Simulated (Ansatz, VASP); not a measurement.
One calculation of BiW, two programs

```
Bi W
1.0
     5.51633    0.00000    0.00000
     0.00000    5.51633    0.00000
     0.00000    0.00000    5.51633
Bi W
4 4
Direct
  0.15920 0.15920 0.15920
  0.34080 0.84080 0.65920
  0.65920 0.34080 0.84080
  0.84080 0.65920 0.34080
  0.86707 0.86707 0.86707
  0.63293 0.13293 0.36707
  0.36707 0.63293 0.13293
  0.13293 0.36707 0.63293
```

Alike in both runs: functional PBE; k mesh 4 × 4 × 4; occupations gaussian, width 0.1 eV; no spin polarisation.

Ansatz relaxed the structure, and its values are those at the end. VASP's run is a single point on that final structure, the one shown.

|  | VASP | Ansatz |
| --- | --- | --- |
| version | VASP 6.6.1 | Ansatz 0.2.0 |
| potentials or method | VASP PAW PBE potentials, release 64 (Bi_d, W_sv), cutoff 520 eV | scalar-relativistic, plane waves, PAW |
| valence electrons in the cell | 116 | 116 |

|  | VASP | Ansatz | Ansatz less VASP |
| --- | --- | --- | --- |
| gap on the k mesh at the Fermi level (eV) | none | none | - |
| pressure (GPa) | 0.1 | 0.0 | -0.09 |
| rms of the force components (eV/Å) | 0.008 | 0.006 | -0.0016 |

A gap of «none» marks a metal or a gap that the smearing closes. With one functional, cell and mesh, what is left measures potentials, basis and numerics.

Spin-orbit coupling is off throughout.
